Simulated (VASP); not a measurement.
A run of VASP 6.6.1:

The input INCAR:

```
SYSTEM = C
PREC = Accurate ; ENCUT = 520
EDIFF = 1E-6 ; ISMEAR = 0
SIGMA = 0.15 ; LREAL = .FALSE.
LASPH = .TRUE. ; NELM = 80
ALGO = Normal ; ISIF = 2
LWAVE = .FALSE. ; LCHARG = .TRUE.
GGA = PS ; IVDW = 12
LELF = .TRUE. ; LVHAR = .TRUE.
NBANDS = 16
```

KPOINTS

```
Automatic mesh
0
G
  21 21 8
  0 0 0
```

The input POSCAR:

```
C
1.0
    2.4176748652      0.0000000000      0.0000000000
   -1.2088374326      2.0937678513      0.0000000000
    0.0000000000      0.0000000000      7.1275472700
C
4
Direct
    0.0000000000      0.0000000000      0.0025000000
    0.0000000000      0.0000000000      0.5025000000
    0.3333333333      0.6666666667      0.0025000000
    0.6666666667      0.3333333333      0.5025000000
```

Potentials or basis: VASP PAW PBE potentials, release 64 (C).

The run is started by

```sh
$ cat potpaw_PBE.64/C/POTCAR > POTCAR
$ mpirun -np 1 vasp_std > vasp.out
```

Hardware: 1 thread of Intel(R) Xeon(R) 6975P-C (Granite Rapids), on a shared host.

Problem. Estimate the wall time of this run.

Solution. It took 52 s on 1 thread of Intel(R) Xeon(R) 6975P-C (Granite Rapids), with other jobs on the host, peak memory 0.22 GiB. Counts: scf iterations 13, k points 240.
